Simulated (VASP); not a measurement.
Here is a VASP 6.6.1 calculation.

The input INCAR:

```
PREC     = Accurate       # precision mode
ENCUT    = 700            # plane-wave cutoff, eV
EDIFF    = 1E-6           # SCF threshold, eV
ISMEAR   = 0              # smearing method
SIGMA    = 0.15           # smearing width, eV
LREAL    = F              # projectors in reciprocal space
LASPH    = T              # aspherical terms in the spheres
NELM     = 120            # most SCF steps
ALGO     = Normal         # electronic algorithm
ISIF     = 2              # what is computed and relaxed
LWAVE    = F              # write WAVECAR
LCHARG   = F              # write CHGCAR
GGA      = CA             # functional
NBANDS   = 22             # bands
GGA_COMPAT= F
```

The input KPOINTS:

```
Automatic mesh
0
Gamma
  18 18 10
```

File POSCAR:

```
Ta2N
1.0
    3.0618406011      0.0000000000      0.0000000000
   -1.5309203006      2.6516317429      0.0000000000
    0.0000000000      0.0000000000      4.7871626750
Ta N
2 1
Direct
    0.6666666667      0.3333333333      0.7466885012
    0.3333333333      0.6666666667      0.2533114988
    0.0000000000      0.0000000000      0.0000000000
```

Potentials or basis: VASP PAW LDA potentials, release 64 (Ta_sv_GW, N).

Run with:

```console
$ cat potpaw_LDA.64/Ta_sv_GW/POTCAR potpaw_LDA.64/N/POTCAR > POTCAR
$ mpirun -np 1 vasp_std > vasp.out
```

Problem. Predict the largest force.

Solution. 0.055 eV/Å.

Problem. What does it give for the pressure?

Solution. 1.0 GPa.

Stress tensor (GPa, compression positive):
```
1.02 0.00 0.00
0.00 1.02 0.00
0.00 0.00 0.83
```
